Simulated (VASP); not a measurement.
Runs of VASP 6.6.1 on FeO (Wuestite). The structure is that of space group Fm-3m (No. 225), or close to it. The cells are those of the table. 

```csv
level,potentials or basis,U,cell,k mesh,cutoff (eV),smearing,second run,gap on the mesh (eV),pressure (GPa),moment (μB)
PBEsol+D3(BJ)+U,"VASP PAW PBE potentials, release 64 (Fe, O)",Fe d U = 3.0 eV,"a = 3.070 Å, angles 59.3°, 2 atoms",11 × 11 × 11,520,tetrahedron,-,none,-12.1,4.00
PBEsol,"VASP PAW PBE potentials, release 64 (Fe, O)",-,"a = 3.049 Å, angles 59.3°, 2 atoms",11 × 11 × 11,520,fermi-dirac 0.05 eV,-,none,-5.7,4.00
PBEsol,"VASP PAW PBE potentials, release 64 (Fe, O)",-,"a = 3.070 Å, angles 59.3°, 2 atoms",11 × 11 × 11,520,fermi-dirac 0.05 eV,-,none,-9.2,4.00
PBE,"VASP PAW PBE potentials, release 64 (Fe_sv, O)",-,"a = 3.110 Å, angles 59.3°, 2 atoms",11 × 11 × 11,600,fermi-dirac 0.05 eV,valence_matched,none,(a),4.00
PBE,"VASP PAW PBE potentials, release 64 (Fe, O)",-,"a = 3.070 Å, angles 59.3°, 2 atoms",9 × 9 × 9,520,methfessel-paxton 0.1 eV,-,none,(b),4.00
LDA,"VASP PAW LDA potentials, release 64 (Fe, O)",-,"a = 3.007 Å, angles 59.3°, 2 atoms",9 × 9 × 9,520,fermi-dirac 0.05 eV,-,none,-7.4,3.84
LDA,"VASP PAW LDA potentials, release 64 (Fe_sv, O)",-,"a = 3.090 Å, angles 59.3°, 2 atoms",9 × 9 × 9,600,fermi-dirac 0.05 eV,valence_matched,none,(c),4.00
LDA,"VASP PAW LDA potentials, release 64 (Fe_sv, O)",-,"a = 3.110 Å, angles 59.3°, 2 atoms",9 × 9 × 9,600,fermi-dirac 0.05 eV,valence_matched,none,-23.8,4.00
```

Alike in all rows: task single point; spin collinear, ferromagnetic start.

**Question.** Estimate the missing entries.

**Answer.** (a) -9.9; (b) -1.3; (c) -21.3.

Caveats: a cell with one magnetic atom can't hold antiferromagnetic order, which such compounds often take; semilocal functionals often make such compounds metallic where correlation or magnetic order opens a gap, which also shifts bond lengths (some runs); the PAW data sets were made with another functional, which shifts forces and pressure a little (some runs); three body term missing (some runs); pairwise dispersion overbinds metals, which lowers pressure and volume (some runs); tetrahedron occupations give inexact forces and stress in metals (some runs).

A gap of «none» marks levels without a gap at the run's occupations.

The runs don't all hold the same shells in valence.
